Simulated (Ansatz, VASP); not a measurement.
# PbI2: VASP beside Ansatz

```
Pb I
1.0
     4.54519    0.00000    0.00000
    -2.27260    3.93625    0.00000
     0.00000    0.00000    7.06529
Pb I
1 2
Direct
  0.00000 0.00000 0.00000
  0.33333 0.66667 0.26325
  0.66667 0.33333 0.73675
```

Alike in both runs: functional PBEsol; k mesh 10 × 10 × 6; occupations fermi-dirac, width 0.1 eV; no spin polarisation.

Ansatz relaxed the structure, and its values are those at the end. VASP's run is a single point on that final structure, the one shown.

|  | VASP | Ansatz |
| --- | --- | --- |
| version | VASP 6.6.1 | Ansatz 0.2.0 |
| potentials or method | VASP PAW PBE potentials, release 64 (Pb_d, I) | PAW with Ansatz's default frozen-core files, scalar-relativistic |
| plane-wave cutoff (eV) | 500 | 420 |
| valence electrons in the cell | 28 | 48 |

```csv
,VASP,Ansatz,Ansatz less VASP
pressure (GPa),0.0,0.0,0.00
```

VASP's potentials were made for PBE, not for PBEsol. VASP's potentials hold 28 valence electrons a cell and Ansatz's 48, so a difference there can come from the potentials and not from the codes.

Neither program's run includes spin-orbit coupling.
